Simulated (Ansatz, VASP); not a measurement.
## One calculation of Fe, two programs

```
Fe
1.0
     0.00000    2.43780    2.43780
     2.43780    0.00000    2.43780
     2.43780    2.43780    0.00000
Fe
2
Direct
  0.12500 0.12500 0.12500
  0.87500 0.87500 0.87500
```

Alike in both runs: functional PBE; k mesh 11 × 11 × 11; occupations fermi-dirac, width 0.1 eV; no spin polarisation.

Ansatz relaxed the structure, and its values are those at the end. VASP's run is a single point on that final structure, the one shown.

|  | VASP | Ansatz |
| --- | --- | --- |
| version | VASP 6.6.1 | Ansatz 0.2.0 |
| potentials or method | VASP PAW PBE potentials, release 64 (Fe), cutoff 520 eV | plane waves (420 eV) with PAW, scalar-relativistic |
| valence electrons in the cell | 16 | 32 |

|  | VASP | Ansatz | Ansatz less VASP |
| --- | --- | --- | --- |
| pressure (GPa) | -1.4 | 0.0 | +1.44 |

With one functional, cell and mesh, what is left measures potentials, basis and numerics. VASP's potentials hold 16 valence electrons a cell and Ansatz's 32, so a difference there can come from the potentials and not from the codes.
